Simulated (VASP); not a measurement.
# Si16N (a cell with a defect) in VASP: a series of runs

Runs on Si16N (a cell with a defect). Level: PBE. Tasks: single point.

Everything below comes from runs of VASP 6.6.1. Logs are shortened: lines on timing, memory, paths and dates and some standing lists are left out, and cuts for length are marked.

## (1) The cell of the first run

The cell holds a defect, 17 atoms: a = 7.679 Å, b = 7.679 Å, c = 7.679 Å, α = 60.00°, β = 60.00°, γ = 60.00°.

## (2) Single point, PBE, collinear spin, ferromagnetic start

INCAR

```
SYSTEM = Si16N
  PREC = Accurate
  ENCUT = 520
  EDIFF = 1E-7
  ISMEAR = -1
  SIGMA = 0.05
  LREAL = Auto
  LASPH = .True.
  NELM = 150
  ALGO = Normal
  ISIF = 2
  LWAVE = .False.
  LCHARG = .False.
  ISPIN = 2
  MAGMOM = 0 0 0 0 0 0 0 0 0 0 0 0 0 0 0 0 1
  LORBIT = 11
  GGA = PE
  NBANDS = 52
```

KPOINTS

```
Automatic mesh
0
Gamma
  2 2 2
  0 0 0
```

POSCAR

```
Si16N
1.0
    0.0000000000      5.4300000000      5.4300000000
    5.4300000000      0.0000000000      5.4300000000
    5.4300000000      5.4300000000      0.0000000000
Si N
16 1
Direct
   -0.0195957569     -0.0113068472      0.0389145855
    0.1262618807      0.1128029682      0.1420785478
    0.0258461918     -0.0323683080      0.5146690798
    0.1028491289      0.1040270185      0.6656880770
    0.0098669898      0.4870778618      0.0131904994
    0.1248076731      0.6147319241      0.1445192636
    0.0283877277      0.4713043969      0.5185667667
    0.1610487226      0.5923495531      0.6392033832
    0.5000188693     -0.0181611932      0.0086907544
    0.6092590864      0.1489072340      0.1011491012
    0.4431711012      0.0997023895      0.4609089998
    0.6555060571      0.0716490685      0.6383465654
    0.4987983051      0.5155232179      0.0013339927
    0.6343823906      0.6077068369      0.1463735008
    0.5366856969      0.4718081092      0.5198432155
    0.6604755803      0.6258881817      0.6367503947
    0.6479100554      0.8919926881      0.5526682727
```

Potentials or basis: VASP PAW PBE potentials, release 64 (Si, N).

The run is started by

```
cat potpaw_PBE.64/Si/POTCAR potpaw_PBE.64/N/POTCAR > POTCAR
mpirun -np 1 vasp_std > vasp.out
```

OUTCAR:

```text
SYSTEM = Si16N
   PREC = Accurate
   ENCUT = 520
   EDIFF = 1E-7
   ISMEAR = -1
   LREAL = Auto
   LASPH = .True.
   NELM = 150
   ISIF = 2
   ISPIN = 2
   LORBIT = 11
   GGA = PE

 ion  position               nearest neighbor table
   1  0.980  0.989  0.039-   4 2.34   2 2.35   6 2.35  10 2.36
   2  0.126  0.113  0.142-   3 2.34   1 2.35   9 2.35   5 2.35
   3  0.026  0.968  0.515-   4 2.30  12 2.33   2 2.34   8 2.35
   4  0.103  0.104  0.666-  11 2.27   3 2.30   7 2.32   1 2.34
   5  0.010  0.487  0.013-   6 2.35   2 2.35   8 2.35  14 2.35
   6  0.125  0.615  0.145-   5 2.35   1 2.35  13 2.35   7 2.35
   7  0.028  0.471  0.519-  16 2.32   4 2.32   8 2.35   6 2.35  11 3.04
   8  0.161  0.592  0.639-   7 2.35   5 2.35   3 2.35  15 2.36
   9  0.500  0.982  0.009-  10 2.33  12 2.34   2 2.35  14 2.35
  10  0.609  0.149  0.101-  11 2.31  13 2.31   9 2.33   1 2.36
  11  0.443  0.100  0.461-  17 1.73   4 2.27  10 2.31  12 2.48  16 3.02   7 3.04
  12  0.656  0.072  0.638-  17 1.83   3 2.33   9 2.34  11 2.48  15 2.52
  13  0.499  0.516  0.001-  16 2.30  10 2.31  14 2.35   6 2.35
  14  0.634  0.608  0.146-  13 2.35  15 2.35   9 2.35   5 2.35
  15  0.537  0.472  0.520-  14 2.35   8 2.36  16 2.48  12 2.52
  16  0.660  0.626  0.637-  17 1.77  13 2.30   7 2.32  15 2.48  11 3.02
  17  0.648  0.892  0.553-  11 1.73  16 1.77  12 1.83

  LATTYP: Found a face centered cubic cell.
 ALAT       =    10.8600000000

  Lattice vectors:

 A1 = (   0.0000000000,   5.4300000000,   5.4300000000)
 A2 = (   5.4300000000,   0.0000000000,   5.4300000000)
 A3 = (   5.4300000000,   5.4300000000,   0.0000000000)

Analysis of symmetry for initial positions (statically):
=====================================================================
 Subroutine PRICEL returns:
 Original cell was already a primitive cell.

 Routine SETGRP: Setting up the symmetry group for a
 face centered cubic supercell.

 Subroutine GETGRP returns: Found  1 space group operations
 (whereof  1 operations were pure point group operations)
 out of a pool of 48 trial point group operations.

The static configuration has the point symmetry C_1 .

Analysis of symmetry for dynamics (positions and initial velocities):
=====================================================================
 Subroutine PRICEL returns:
 Original cell was already a primitive cell.

 Routine SETGRP: Setting up the symmetry group for a
 face centered cubic supercell.

 Subroutine GETGRP returns: Found  1 space group operations
 (whereof  1 operations were pure point group operations)
 out of a pool of 48 trial point group operations.

The dynamic configuration has the point symmetry C_1 .

Analysis of structural, dynamic, and magnetic symmetry:
=====================================================================
 Subroutine PRICEL returns:
 Original cell was already a primitive cell.

 Routine SETGRP: Setting up the symmetry group for a
 face centered cubic supercell.

 Subroutine GETGRP returns: Found  1 space group operations
 (whereof  1 operations were pure point group operations)
 out of a pool of 48 trial point group operations.

The overall configuration has the point symmetry C_1 .

 Subroutine INISYM returns: Found  1 space group operations
 (whereof  1 operations are pure point group operations),
 and found     1 'primitive' translations

----------------------------------------------------------------------------------------

                                     Primitive cell

  volume of cell :     320.2060

  direct lattice vectors                    reciprocal lattice vectors
     0.000000000  5.430000000  5.430000000    -0.092081031  0.092081031  0.092081031
     5.430000000  0.000000000  5.430000000     0.092081031 -0.092081031  0.092081031
     5.430000000  5.430000000  0.000000000     0.092081031  0.092081031 -0.092081031

  length of vectors
     7.679179644  7.679179644  7.679179644     0.159489025  0.159489025  0.159489025

  position of ions in fractional coordinates (direct lattice)
     0.980404243  0.988693153  0.038914586
     0.126261881  0.112802968  0.142078548
     0.025846192  0.967631692  0.514669080
     0.102849129  0.104027018  0.665688077
     0.009866990  0.487077862  0.013190499
     0.124807673  0.614731924  0.144519264
[... 9 lines left out ...]
     0.660475580  0.625888182  0.636750395
     0.647910055  0.891992688  0.552668273

  ion indices of the primitive-cell ions
[... 62 lines left out ...]
   NGXF,Y,Z  is equivalent  to a cutoff of  25.98, 25.98, 25.98 a.u.
 SYSTEM =  Si16N
   PREC   = accura    normal or accurate (medium, high low for compatibility)
   ISTART =      0    job   : 0-new  1-cont  2-samecut
   ICHARG =      2    charge: 1-file 2-atom 10-const
   ISPIN  =      2    spin polarized calculation?
   LNONCOLLINEAR =      F non collinear calculations
   LSORBIT =      F    spin-orbit coupling
   LASPH  =      T    aspherical Exc in radial PAW
   ENCUT  =  520.0 eV  38.22 Ry    6.18 a.u.  14.28 14.28 14.28*2*pi/ulx,y,z
   NELM   =    150;   NELMIN=  2; NELMDL= -5     # of ELM steps
   EDIFF  = 0.1E-06   stopping-criterion for ELM
   LREAL  =      T    real-space projection
   EDIFFG = 0.1E-05   stopping-criterion for IOM
   NSW    =      0    number of steps for IOM
   IBRION =     -1    ionic relax: 0-MD 1-quasi-New 2-CG
   NFREE  =      0    steps in history (QN), initial steepest desc. (CG)
   ISIF   =      2    stress and relaxation
   ISYM   =      2    0-nonsym 1-usesym 2-fastsym
   POTIM  = 0.5000    time-step for ionic-motion
   TEBEG  =    0.0;   TEEND  =   0.0 temperature during run
   PSTRESS=    0.0 pullay stress
   NELECT =      69.0000    total number of electrons
   NUPDOWN=      -1.0000    fix difference up-down
   EMIN   =  10.00;   EMAX   =-10.00  energy-range for DOS
   EFERMI =   0.00;   METHOD = LEGACY
   ISMEAR =    -1;   SIGMA  =   0.05  broadening in eV -4-tet -1-fermi 0-gaus
   EFERMI_NEDOS =   21; number of points for ismear=-14 and -15
   IALGO  =     38    algorithm
   IMIX   =      4    mixing-type and parameters
     AMIX     =   0.40;   BMIX     =  1.00
     AMIX_MAG =   1.60;   BMIX_MAG =  1.00
  volume/ion in A,a.u.               =      18.84       127.11
  Fermi-wavevector in a.u.,A,eV,Ry     =   0.981480  1.854728 13.106528  0.963303
  Thomas-Fermi vector in A             =   2.112490
   LORBIT       =     11    0 simple, 1 ext, 2 COOP (PROOUT), +10 PAW based schemes
   GGA     = PE    functional components
   LHFCALC =     F    Hartree Fock is set to
   AEXX    =    0.0000 exact exchange contribution
   IVDW    =     0    specifies the selected vdW correction
   LEPSILON=     F    determine dielectric tensor
   LRPA    =     F    only Hartree local field effects (RPA)
 spin polarized calculation
  energy-cutoff  :      520.00
  volume of cell :      320.21
 maximum number of plane-waves:      8646
 NGX is ok and might be reduce to    60
   NGX = 29   NGY = 29   NGZ = 29

 number of electron      69.0000000 magnetization       0.0001036

 Free energy of the ion-electron system (eV)
  ---------------------------------------------------
  ext. energy  EPLUGINS =         0.00000000
  ---------------------------------------------------
  free energy    TOTEN  =       -92.35578311 eV

  energy without entropy =      -92.33238095  energy(sigma->0) =      -92.34408203

 E-fermi :   6.1925     XC(G=0):  -9.5479

 val. band max:        6.1858187282   @ k =   0.5000   0.0000   0.0000
 cond. band min:       6.2095255367   @ k =   0.0000   0.5000   0.0000
 fundamental gap:      0.0237068085
 Fermi energy:         6.1924560511

 spin component 1

 k-point     1 :       0.0000    0.0000    0.0000
  band No.  band energies     occupation
      1     -10.4021      1.00000
      2      -5.7056      1.00000
      3      -4.0703      1.00000
      4      -3.7555      1.00000
      5      -3.7222      1.00000
      6      -3.1224      1.00000
[... 381 lines left out ...]
     45      10.1911      0.00000
     46      10.3270      0.00000
 Fermi energy:         6.1924560511

 spin component 2

 k-point     1 :       0.0000    0.0000    0.0000
  band No.  band energies     occupation
      1     -10.4020      1.00000
      2      -5.7056      1.00000
      3      -4.0703      1.00000
      4      -3.7555      1.00000
      5      -3.7222      1.00000
      6      -3.1224      1.00000
[... 381 lines left out ...]
     45      10.1911      0.00000
     46      10.3270      0.00000
 [bands above 46 left out]

------------------------ aborting loop because EDIFF is reached ----------------------------------------

  FORCE on cell =-STRESS in cart. coord.  units (eV):
  Direction    XX          YY          ZZ          XY          YZ          ZX
  --------------------------------------------------------------------------------------
  -------------------------------------------------------------------------------------
  Total        4.1600160     11.4273594      6.2117403     -0.0208602     -1.0713310     -2.2958408
  in kB       20.8149850     57.1777400     31.0809574     -0.1043759     -5.3604935    -11.4874298
  external PRESSURE =      36.3578941 kB  Pullay stress =       0.0000000 kB

 VOLUME and BASIS-vectors are now :
 -----------------------------------------------------------------------------
  energy-cutoff  :      520.00
  volume of cell :      320.21
      direct lattice vectors                 reciprocal lattice vectors
     0.000000000  5.430000000  5.430000000    -0.092081031  0.092081031  0.092081031
     5.430000000  0.000000000  5.430000000     0.092081031 -0.092081031  0.092081031
     5.430000000  5.430000000  0.000000000     0.092081031  0.092081031 -0.092081031

 POSITION                                       TOTAL-FORCE (eV/Angst)
 -----------------------------------------------------------------------------------
      5.57991      5.53490     10.69220        -0.003333     -0.006659     -0.006022
      1.38401      1.45709      1.29812         0.002412      0.002491      0.001446
      8.04889      2.93500      5.39458         0.004072     -0.005575      0.004182
      4.17955      4.17316      1.12334         0.002873      0.008333     -0.009582
      2.71646      0.12520      2.69841        -0.002686      0.001923     -0.002989
      4.12273      1.46245      4.01570        -0.004128      0.000406      0.001334
[... 9 lines left out ...]
      6.85613      7.04394      6.98496         0.012709     -0.002101      0.024110
      7.84451      6.51914      8.36167        -0.032459      0.008435     -0.031550
 -----------------------------------------------------------------------------------
    total drift:                               -0.001434      0.000336     -0.001572

  FREE ENERGIE OF THE ION-ELECTRON SYSTEM (eV)
  ---------------------------------------------------
  free  energy   TOTEN  =       -92.3557831072 eV

  energy  without entropy=      -92.3323809472  energy(sigma->0) =      -92.34408203

 total charge

# of ion       s       p       d       tot
------------------------------------------
    1        0.742   0.945   0.000   1.687
    2        0.740   0.957   0.000   1.697
    3        0.751   0.957   0.000   1.707
    4        0.752   0.985   0.000   1.737
    5        0.738   0.959   0.000   1.697
    6        0.740   0.949   0.000   1.690
[... 9 lines left out ...]
   16        0.751   0.910   0.000   1.661
   17        1.257   2.581   0.000   3.838
--------------------------------------------------
tot         13.205  17.698   0.000  30.903

 magnetization (x)

# of ion       s       p       d       tot
------------------------------------------
    1       -0.000  -0.000   0.000  -0.000
    2       -0.000  -0.000   0.000  -0.000
    3        0.000  -0.000   0.000  -0.000
    4        0.000   0.000   0.000   0.000
    5        0.000  -0.000   0.000  -0.000
    6        0.000   0.000   0.000   0.000
[... 9 lines left out ...]
   16        0.000   0.000   0.000   0.000
   17        0.000   0.000   0.000   0.000
--------------------------------------------------
tot          0.000   0.000   0.000   0.000
```

Wall time 10 min (1 thread of Intel Xeon Platinum 8488C (Sapphire Rapids), shared host); peak memory 0.71 GiB.

What came out:

```yaml
Free_energy: -92.3558 eV
Pressure: 3.6 GPa
Largest_force: 0.046 eV/Å
Net_moment: 0.00 μB per cell
Valence_electrons_inside_the_program's_atomic_spheres: Si 1.69, 1.70, 1.71, 1.74, 1.72, 1.63, 1.64, 1.66 (each value once); N 3.84
```

Forces on the atoms (eV/Å):
```
Si  -0.003 -0.007 -0.006
Si   0.002  0.002  0.001
Si   0.004 -0.006  0.004
Si   0.003  0.008 -0.010
Si  -0.003  0.002 -0.003
Si  -0.004  0.000  0.001
Si   0.009  0.007  0.006
Si  -0.001  0.004 -0.001
Si   0.003 -0.001 -0.001
Si  -0.007  0.006 -0.008
Si   0.008 -0.003  0.015
Si   0.005 -0.005  0.005
Si   0.004  0.002 -0.001
Si   0.004  0.003  0.010
Si  -0.005 -0.021 -0.006
Si   0.013 -0.002  0.024
N   -0.032  0.008 -0.032
```

Stress tensor (GPa, compression positive):
```
 2.08 -0.01 -1.15
-0.01  5.72 -0.54
-1.15 -0.54  3.11
```

Levels at points of the mesh, in eV from the Fermi level:
Spin up:
| k point | band 30 | band 31 | band 32 | band 33 | band 34 | band 35 | band 36 | band 37 | band 38 | band 39 |
| --- | --- | --- | --- | --- | --- | --- | --- | --- | --- | --- |
| (0.00, 0.00, 0.00) | -1.33 | -1.25 | -0.77 | -0.44 | -0.36 | -0.29 | 0.13 | 0.55 | 0.66 | 0.72 |
| (0.50, 0.00, 0.00) | -1.55 | -1.26 | -1.14 | -1.05 | -0.82 | -0.01 | 0.91 | 1.23 | 1.28 | 1.40 |
| (0.00, 0.50, 0.00) | -1.62 | -1.39 | -1.13 | -0.83 | -0.54 | 0.02 | 0.90 | 1.18 | 1.36 | 1.39 |
| (0.00, 0.00, 0.50) | -1.65 | -1.20 | -1.05 | -0.99 | -0.74 | -0.21 | 1.02 | 1.08 | 1.27 | 1.36 |
| (0.50, 0.50, 0.50) | -1.62 | -1.45 | -1.15 | -1.02 | -0.68 | 0.36 | 0.99 | 1.22 | 1.29 | 1.30 |
| (0.50, 0.50, 0.00) | -1.85 | -1.67 | -1.55 | -1.51 | -0.96 | 0.50 | 1.07 | 1.41 | 2.05 | 2.17 |
| (0.00, 0.50, 0.50) | -1.81 | -1.70 | -1.53 | -1.35 | -1.07 | 0.21 | 1.10 | 1.43 | 2.06 | 2.15 |
| (0.50, 0.00, 0.50) | -1.72 | -1.66 | -1.58 | -1.57 | -0.35 | -0.22 | 0.94 | 1.24 | 1.79 | 2.06 |
Spin down:
| k point | band 30 | band 31 | band 32 | band 33 | band 34 | band 35 | band 36 | band 37 | band 38 | band 39 |
| --- | --- | --- | --- | --- | --- | --- | --- | --- | --- | --- |
| (0.00, 0.00, 0.00) | -1.33 | -1.25 | -0.77 | -0.44 | -0.36 | -0.29 | 0.13 | 0.55 | 0.66 | 0.72 |
| (0.50, 0.00, 0.00) | -1.55 | -1.26 | -1.14 | -1.05 | -0.82 | -0.01 | 0.91 | 1.23 | 1.28 | 1.40 |
| (0.00, 0.50, 0.00) | -1.62 | -1.39 | -1.13 | -0.83 | -0.54 | 0.02 | 0.90 | 1.18 | 1.36 | 1.39 |
| (0.00, 0.00, 0.50) | -1.65 | -1.20 | -1.05 | -0.99 | -0.74 | -0.21 | 1.02 | 1.08 | 1.27 | 1.36 |
| (0.50, 0.50, 0.50) | -1.62 | -1.45 | -1.15 | -1.02 | -0.68 | 0.36 | 0.99 | 1.22 | 1.29 | 1.30 |
| (0.50, 0.50, 0.00) | -1.85 | -1.67 | -1.55 | -1.51 | -0.96 | 0.50 | 1.07 | 1.41 | 2.05 | 2.17 |
| (0.00, 0.50, 0.50) | -1.81 | -1.70 | -1.53 | -1.35 | -1.07 | 0.21 | 1.10 | 1.43 | 2.06 | 2.15 |
| (0.50, 0.00, 0.50) | -1.72 | -1.66 | -1.58 | -1.57 | -0.35 | -0.22 | 0.94 | 1.24 | 1.79 | 2.06 |

Caveat: the k points lie up to 0.50 Å⁻¹ apart.

## (3) Single point, PBE, collinear spin, ferromagnetic start

INCAR

```
SYSTEM = Si16N
ALGO = Normal
EDIFF = 1E-6
ENCUT = 520
GGA = PE
ISIF = 2
ISMEAR = -1
ISPIN = 2
LASPH = .TRUE.
LCHARG = .TRUE.
LELF = .TRUE.
LORBIT = 11
LREAL = Auto
LVHAR = .TRUE.
LWAVE = .FALSE.
MAGMOM = 0 0 0 0 0 0 0 0 0 0 0 0 0 0 0 0 1
NBANDS = 52
NELM = 150
PREC = Accurate
SIGMA = 0.05
```

KPOINTS

```
k-points
0
G
  2 2 2
  0 0 0
```

POSCAR

```
Si16N
1.0
    0.0000000000      5.4300000000      5.4300000000
    5.4300000000      0.0000000000      5.4300000000
    5.4300000000      5.4300000000      0.0000000000
Si N
16 1
Direct
    0.0185819521     -0.0185451197     -0.0253959484
    0.1204419890      0.0964825046      0.1174953959
    0.0066390424     -0.0223296501      0.4798987109
    0.0986095764      0.0803038674      0.6385543278
    0.0468692449      0.4671639042      0.0101104972
    0.1380755064      0.5929189687      0.1640239411
    0.0183517495      0.4942449355      0.5097513812
    0.1724677716      0.5916942910      0.6582872928
    0.4995672192     -0.0205064457      0.0061602210
    0.6330202578      0.0958747698      0.1380662983
    0.4450552486      0.0791620626      0.4901197053
    0.6202578269      0.1541068140      0.6376427256
    0.4927716390      0.4778729282     -0.0005064457
    0.6237845304      0.6061233886      0.1626611418
    0.5344198895      0.5403499079      0.5037384899
    0.6681307551      0.6587753223      0.6233609576
    0.5692173112      0.8678360958      0.7055893186
```

Potentials or basis: VASP PAW PBE potentials, release 64 (Si, N).

The run is started by

```
cat potpaw_PBE.64/Si/POTCAR potpaw_PBE.64/N/POTCAR > POTCAR
mpirun -np 1 vasp_std > vasp.out
```

It took 8.6 min on 1 thread of Intel Xeon Platinum 8488C (Sapphire Rapids), shared host; peak memory 0.71 GiB.

Results (log left out):

```yaml
Free_energy: -88.9109 eV
Pressure: 3.5 GPa
Largest_force: 3.835 eV/Å
Net_moment: 0.00 μB per cell
Valence_electrons_inside_the_program's_atomic_spheres: Si 1.73, 1.71, 1.69, 1.75, 1.68, 1.70, 1.65, 1.63, 1.58, 1.64 (each value once); N 3.72
```

Forces on the atoms (eV/Å):
```
Si   1.486  1.712 -2.791
Si   0.161  0.543  1.769
Si   0.606  0.048 -1.724
Si  -0.288 -1.987  3.268
Si   1.662 -0.247 -2.235
Si  -0.759 -2.107  1.280
Si   0.284  2.961 -0.844
Si  -0.863 -2.561  0.512
Si  -0.012  0.255  0.127
Si  -0.161 -0.631  0.010
Si   0.442  2.016  0.066
Si  -1.193  0.136 -0.385
Si  -0.260  2.162  1.245
Si  -2.556 -1.409  1.160
Si   0.379  0.824 -0.856
Si   0.362  0.169 -1.392
N    0.710 -1.882  0.791
```

Stress tensor (GPa, compression positive):
```
 4.57  2.70 -3.22
 2.70  2.90 -1.40
-3.22 -1.40  3.13
```

Levels at points of the mesh, in eV from the Fermi level:
Spin up:
```
           k point  band 32  band 33  band 34  band 35  band 36  band 37
(0.00, 0.00, 0.00)    -0.57    -0.32    -0.09     0.09     0.21     0.45
(0.50, 0.00, 0.00)    -0.90    -0.51    -0.38     0.08     0.65     0.92
(0.00, 0.50, 0.00)    -1.17    -0.75    -0.33     0.10     0.75     0.95
(0.00, 0.00, 0.50)    -0.87    -0.57    -0.30    -0.12     0.99     1.37
(0.50, 0.50, 0.50)    -0.94    -0.79    -0.36    -0.06     0.80     0.96
(0.50, 0.50, 0.00)    -1.19    -1.14    -0.63     0.18     0.96     1.24
(0.00, 0.50, 0.50)    -1.20    -1.03    -0.66    -0.28     1.03     1.36
(0.50, 0.00, 0.50)    -1.31    -0.69    -0.36    -0.25     0.94     1.12
```
Spin down:
```csv
k point,band 30,band 31,band 32,band 33,band 34,band 35,band 36,band 37,band 38,band 39
"(0.00, 0.00, 0.00)",-0.94,-0.66,-0.57,-0.32,-0.09,0.09,0.21,0.45,0.54,0.85
"(0.50, 0.00, 0.00)",-1.64,-1.12,-0.90,-0.51,-0.38,0.08,0.65,0.92,1.04,1.33
"(0.00, 0.50, 0.00)",-1.42,-1.33,-1.17,-0.75,-0.33,0.10,0.75,0.95,1.13,1.19
"(0.00, 0.00, 0.50)",-1.14,-1.11,-0.87,-0.57,-0.30,-0.12,0.99,1.37,1.53,1.58
"(0.50, 0.50, 0.50)",-1.40,-1.12,-0.94,-0.79,-0.36,-0.06,0.80,0.96,1.14,1.37
"(0.50, 0.50, 0.00)",-1.79,-1.37,-1.19,-1.14,-0.63,0.18,0.96,1.24,2.02,2.13
"(0.00, 0.50, 0.50)",-1.60,-1.52,-1.20,-1.03,-0.66,-0.28,1.03,1.36,1.88,2.05
"(0.50, 0.00, 0.50)",-1.47,-1.39,-1.31,-0.69,-0.36,-0.25,0.94,1.12,1.70,2.00
```

Caveat: the k points lie up to 0.50 Å⁻¹ apart; the atoms stand as in a frame of molecular dynamics.
